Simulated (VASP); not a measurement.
Set up this calculation in VASP 6.6.1, as the native input.

- Task: electric field gradients
- Functional: PBEsol
- Potentials or basis: VASP PAW PBE potentials, release 64 (Ta_sv_GW, N)
- Cutoff: 520 eV
- k mesh: 13 × 13 × 11
- Occupations: fermi-dirac, width 0.05 eV
- Spin: no spin polarisation
- Dipole correction: no
- Further INCAR settings: ALGO = Normal; EDIFF = 1e-08; NBANDS = 16

The structure of TaN lies in POSCAR:

```
TaN
1.0
    2.9399421781      0.0000000000      0.0000000000
   -1.4699710891      2.5460646119      0.0000000000
    0.0000000000      0.0000000000      2.8901750800
Ta N
1 1
Direct
    0.0000000000      0.0000000000      0.5000000000
    0.6666666667      0.3333333333      0.0000000000
```

The input as run:

INCAR

```
PREC = Accurate
ENCUT = 520
EDIFF = 1E-8
ISMEAR = -1
SIGMA = 0.05
LREAL = False
LASPH = True
NELM = 120
ALGO = Normal
ISIF = 2
LWAVE = False
LCHARG = False
GGA = PS
LEFG = True
NBANDS = 16
GGA_COMPAT = False
```

KPOINTS

```
Automatic mesh
0
Gamma
  13 13 11
```

Potentials or basis: VASP PAW PBE potentials, release 64 (Ta_sv_GW, N).

Command:

```bash
$ cat potpaw_PBE.64/Ta_sv_GW/POTCAR potpaw_PBE.64/N/POTCAR > POTCAR
$ mpirun -np 1 vasp_std > vasp.out
```

It gave:

```json
{
  "Pressure": "-6.5 GPa",
  "Band gap on the k mesh": "zero (bands 9 and 10 overlap by 0.17 eV)",
  "Largest electric field gradient by atom": "Ta +35.8; N +0.7 V/Å²"
}
```

Caveat: the cell stands under tension; without QUAD_EFG the Cq values of the log hold for a quadrupole moment of 1 mb, not for the nuclei; the PAW data sets were made with another functional, which shifts forces and pressure a little; spin-orbit coupling is left out, which moves the levels of the heavy elements.

Run time: 100 s on 1 thread of Intel(R) Xeon(R) Platinum 8259CL CPU @ 2.50GHz (Skylake/Cascade Lake) (shared host), peak memory 0.18 GiB.
